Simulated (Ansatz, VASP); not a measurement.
## BAs: VASP beside Ansatz

```
As B
1.0
     0.00000    2.33974    2.33974
     2.33974    0.00000    2.33974
     2.33974    2.33974    0.00000
As B
1 1
Cartesian
  3.5096 3.5096 3.5096
  0.0000 0.0000 0.0000
```

Alike in both runs: task single point; functional PBE0; k mesh 5 × 5 × 5; occupations fermi-dirac, width 0.05 eV; no spin polarisation.

|  | VASP | Ansatz |
| --- | --- | --- |
| version | VASP 6.6.1 | Ansatz 0.2.0 |
| potentials or method | VASP PAW PBE potentials, release 64 (As, B) | Ansatz PAW |
| plane-wave cutoff (eV) | 520 | 420 |
| valence electrons in the cell | 8 | 18 |

Ansatz gave:

```
gap on the k mesh at the Fermi level (eV) : 2.47
least direct gap on the mesh (eV)         : 4.90
pressure (GPa)                            : 9.7
```

Task: Estimate VASP's values.

Result: gap on the k mesh at the Fermi level (eV): 2.52; least direct gap on the mesh (eV): 4.94; pressure (GPa): 9.6.

The functional is the same, so the differences come from potentials, cutoffs and numerics. VASP's potentials hold 8 valence electrons a cell and Ansatz's 18, so a difference there can come from the potentials and not from the codes.

The k mesh is coarse, so the values compare programs but aren't converged. Noted on Ansatz's run: odd divisions of the mesh miss points on the zone boundary, where band edges often lie, so the gap on the mesh can be too wide.
